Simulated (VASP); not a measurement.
A run of VASP 6.6.1:

The input INCAR:

```
SYSTEM = Si
PREC = Accurate ; ENCUT = 520
EDIFF = 1E-6 ; ISMEAR = 0
SIGMA = 0.02 ; LREAL = .False.
LASPH = .True. ; NELM = 60
ALGO = Normal ; ISIF = 2
LWAVE = .False. ; LCHARG = .False.
GGA = PE ; NBANDS = 31
```

Contents of KPOINTS:

```
Automatic mesh
0
Gamma
  12 12 3
  0 0 0
```

Contents of POSCAR:

```
Si
1.0
    3.8609786478      0.0000000000      0.0000000000
   -1.9304893239      3.3437055925      0.0000000000
    0.0000000000      0.0000000000     15.8378313587
Si
10
Direct
    0.0000000000      0.0000000000      0.0002422708
    0.0000000000      0.0000000000      0.1497577292
    0.3333333333      0.6666666667      0.1997309534
    0.3333333333      0.6666666667      0.3491601014
    0.6666666667      0.3333333333      0.3993347544
    0.6666666667      0.3333333333      0.5498433760
    0.3333333333      0.6666666667      0.6001566240
    0.3333333333      0.6666666667      0.7506652456
    0.6666666667      0.3333333333      0.8008398986
    0.6666666667      0.3333333333      0.9502690466
```

Potentials or basis: VASP PAW PBE potentials, release 64 (Si).

Run with:

```sh
$ cat potpaw_PBE.64/Si/POTCAR > POTCAR
$ mpirun -np 1 vasp_std > vasp.out
```

Hardware: 1 thread of AMD EPYC 9R45 96-Core Processor (Zen 5) (shared host).

Question: Estimate the wall time of this run.

Answer: Wall time 2.4 min on 1 thread of AMD EPYC 9R45 96-Core Processor (Zen 5) (shared host), peak memory 0.39 GiB. Counts: scf iterations 13, k points 50.
